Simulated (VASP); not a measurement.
CaSe:

```
CELL_PARAMETERS angstrom
0.00000 2.96754 2.96754
2.92777 0.00000 2.96754
2.92777 2.96754 0.00000
ATOMIC_POSITIONS crystal
Ca 0.00000 0.00000 0.00000
Se 0.50000 0.50000 0.50000
```

This cell differs from its parent crystal: uniaxial x strain -1.3%.

Base run:

- Program: VASP 6.6.1
- Functional: r2SCAN
- Potentials or basis: VASP PAW PBE potentials, release 64 (Ca_sv, Se)
- Cutoff: 520 eV
- k mesh: 8 × 8 × 8
- Occupations: gaussian, width 0.01 eV
- Spin: no spin polarisation

Its results: band gap on the k mesh 2.47 eV (least direct gap 3.41 eV); pressure 1.0 GPa.

Question: The run is repeated on the same cell with these changes: functional from r2SCAN to PBE; occupations from gaussian, width 0.01 eV to fermi-dirac, width 0.02 eV. What comes out?

Answer: Band gap on the k mesh 2.01 eV (least direct gap 2.92 eV); pressure 1.5 GPa.

Caveats: the PAW data sets were made with another functional, which shifts forces and pressure a little (at least some runs).

A k mesh can miss the band edges.
